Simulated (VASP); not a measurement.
A run of VASP 6.6.1:

File INCAR:

```
PREC = Accurate
ENCUT = 520
EDIFF = 1E-6
ISMEAR = 0
SIGMA = 0.05
LREAL = False
LASPH = True
NELM = 80
ALGO = Normal
ISIF = 2
LWAVE = False
LCHARG = False
GGA = PE
NBANDS = 18
```

File KPOINTS:

```
regular mesh
0
Gamma
  9 9 6
```

POSCAR

```
LiF
1.0
    3.1955814611      0.0000000000      0.0000000000
   -1.5977907305      2.7674547252      0.0000000000
    0.0000000000      0.0000000000      4.6904744686
Li F
2 2
Direct
    0.3333333333      0.6666666667      0.3300704633
    0.6666666667      0.3333333333      0.8300704633
    0.3333333333      0.6666666667      0.9939266766
    0.6666666667      0.3333333333      0.4939266766
```

Potentials or basis: VASP PAW PBE potentials, release 64 (Li_sv, F).

Launch:

```sh
$ cat potpaw_PBE.64/Li_sv/POTCAR potpaw_PBE.64/F/POTCAR > POTCAR
$ mpirun -np 1 vasp_std > vasp.out
```

Hardware: 1 thread of Intel(R) Xeon(R) Platinum 8488C (Sapphire Rapids), with other jobs on the host.

Question: How long does it take, and how much memory?

Answer: It took 16 s on 1 thread of Intel(R) Xeon(R) Platinum 8488C (Sapphire Rapids), with other jobs on the host, peak memory 0.16 GiB. Counts: scf iterations 13, k points 48.
